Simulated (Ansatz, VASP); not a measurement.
**SnO: VASP beside Ansatz**

The input INCAR:

```
PREC = Accurate ; ENCUT = 910
EDIFF = 1E-6 ; ISMEAR = -1
SIGMA = 0.02 ; LREAL = False
LASPH = True ; NELM = 120
ALGO = Normal ; ISIF = 2
LWAVE = False ; LCHARG = True
GGA = PE ; LELF = True
LVHAR = True ; NBANDS = 28
GGA_COMPAT = False
```

Contents of KPOINTS:

```
Automatic mesh
0
Gamma
  8 4 6
```

Contents of POSCAR:

```
SnO
1.0
    3.3031148357      0.0000000000      0.0000000000
    0.0000000000      5.7577048997      0.0000000000
    0.0000000000      0.0000000000      4.0008071511
Sn O
2 2
Direct
    0.0000000000      0.2294420330      0.5172649307
    0.5000000000      0.7705579670      0.0172649307
    0.0000000000      0.8935339453      0.7327360693
    0.5000000000      0.1064660547      0.2327360693
```

Input for Ansatz:

```yaml
crystal:
  lattice:
    - [3.3031148357, 0.0, 0.0]
    - [0.0, 5.7577048997, 0.0]
    - [0.0, 0.0, 4.0008071511]
  atoms:
    - { symbol: Sn, position: [0.0, 0.229442033, 0.5172649307] }
    - { symbol: Sn, position: [0.5, 0.770557967, 0.0172649307] }
    - { symbol: O, position: [0.0, 0.8935339453, 0.7327360693] }
    - { symbol: O, position: [0.5, 0.1064660547, 0.2327360693] }
kpoints:
  mp_grid: { grid: [8, 4, 6] }
  band_path:
    path:
      - [[0.0, 0.0, 0.0], [0.5, 0.0, 0.0], [0.5, 0.5, 0.0], [0.0, 0.5, 0.0], [0.0, 0.0, 0.0], [0.0, 0.0, 0.5], [0.5, 0.0, 0.5], [0.5, 0.5, 0.5], [0.0, 0.5, 0.5], [0.0, 0.0, 0.5]]
      - [[0.5, 0.0, 0.0], [0.5, 0.0, 0.5]]
      - [[0.0, 0.5, 0.0], [0.0, 0.5, 0.5]]
      - [[0.5, 0.5, 0.0], [0.5, 0.5, 0.5]]
    npoints: 10
hamiltonian:
  xc: pbe
scf:
  occupations: { method: fermi_dirac, width: 0.02 }
  n_extra_bands: 5
output:
  forces: true
  stress: true
  eigenvalues: true
```

Alike in both runs: task single point; functional PBE; k mesh 8 × 4 × 6; occupations fermi-dirac, width 0.02 eV; no spin polarisation.

|  | VASP | Ansatz |
| --- | --- | --- |
| version | VASP 6.6.1 | Ansatz 0.2.0 |
| potentials or method | VASP PAW PBE potentials, release 64 (Sn_d, O_h) | plane waves, PAW |
| plane-wave cutoff (eV) | 910 | 420 |
| valence electrons in the cell | 40 | 40 |

Ansatz gave:

| Item | Value |
| --- | --- |
| gap on the k mesh at the Fermi level (eV) | 1.42 |
| rms of the force components (eV/Å) | 0.235 |

Q: Which values does VASP return?

A: gap on the k mesh at the Fermi level (eV): 1.41; rms of the force components (eV/Å): 0.269.

Atom by atom the forces differ by 0.035 eV/Å (rms over components).

Noted on VASP's run: the cutoff is short for stress, so the pressure is rough.
